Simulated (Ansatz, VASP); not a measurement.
## One calculation of CaO, two programs

```xyz
4
Lattice="2.5867 -1.9249 0.0000 2.5867 1.9249 0.0000 -1.9260 0.0000 5.5338" Properties=species:S:1:pos:R:3 pbc="T T T"
Ca    2.1499    0.6396    3.5774
Ca    3.1129   -0.6396    0.8105
O     0.1344    0.6396    4.7233
O     1.0975   -0.6396    1.9564
```

Alike in both runs: task single point; functional PBE; k mesh 6 × 6 × 4; occupations gaussian, width 0.1 eV; no spin polarisation.

|  | VASP | Ansatz |
| --- | --- | --- |
| version | VASP 6.6.1 | Ansatz 0.2.0 |
| potentials or method | VASP PAW PBE potentials, release 64 (Ca_sv, O), cutoff 520 eV | scalar-relativistic, plane waves, PAW |
| valence electrons in the cell | 32 | 32 |

|  | VASP | Ansatz | Ansatz less VASP |
| --- | --- | --- | --- |
| gap on the k mesh at the Fermi level (eV) | 3.88 | 3.90 | +0.012 |
| least direct gap on the mesh (eV) | 3.88 | 3.90 | +0.012 |
| pressure (GPa) | 7.6 | 6.9 | -0.70 |
| traceless stress, the component that is largest in VASP (GPa) | -8.78 | -8.81 | -0.027 |
| rms of the force components (eV/Å) | 0.200 | 0.195 | -0.0049 |

Atom by atom the forces differ by 0.007 eV/Å (rms over components).
